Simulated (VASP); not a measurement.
Input of a VASP 6.6.1 run:

File INCAR:

```
SYSTEM = Hf
  PREC = Accurate
  ENCUT = 520
  EDIFF = 1E-6
  ISMEAR = 0
  SIGMA = 0.15
  LREAL = .False.
  LASPH = .True.
  NELM = 60
  ALGO = Fast
  ISIF = 2
  LWAVE = .False.
  LCHARG = .False.
  GGA = CA
  NBANDS = 11
```

Contents of KPOINTS:

```
Automatic mesh
0
Gamma
  18 18 18
  0 0 0
```

The input POSCAR:

```
Hf
1.0
    0.0000000000      2.2926477033      2.0709473406
    2.1762386633      0.0000000000      2.0709473406
    2.1762386633      2.2926477033      0.0000000000
Hf
1
Direct
    0.0000000000      0.0000000000      0.0000000000
```

Potentials or basis: VASP PAW LDA potentials, release 64 (Hf_pv).

The run is started by

```sh
$ cat potpaw_LDA.64/Hf_pv/POTCAR > POTCAR
$ mpirun -np 1 vasp_std > vasp.out
```

(1) Predict the band gap on the k mesh.

(2) Estimate the pressure.

Answers

(1) zero (bands 5 and 6 overlap by 1.91 eV).

(2) 0.3 GPa.

Caveat: the cell differs from its parent crystal (strain +e along x and -e along y -0.0267, strain +e along z and -e/2 along x and y -0.0500); spin-orbit coupling is left out, which moves the levels of the heavy elements.
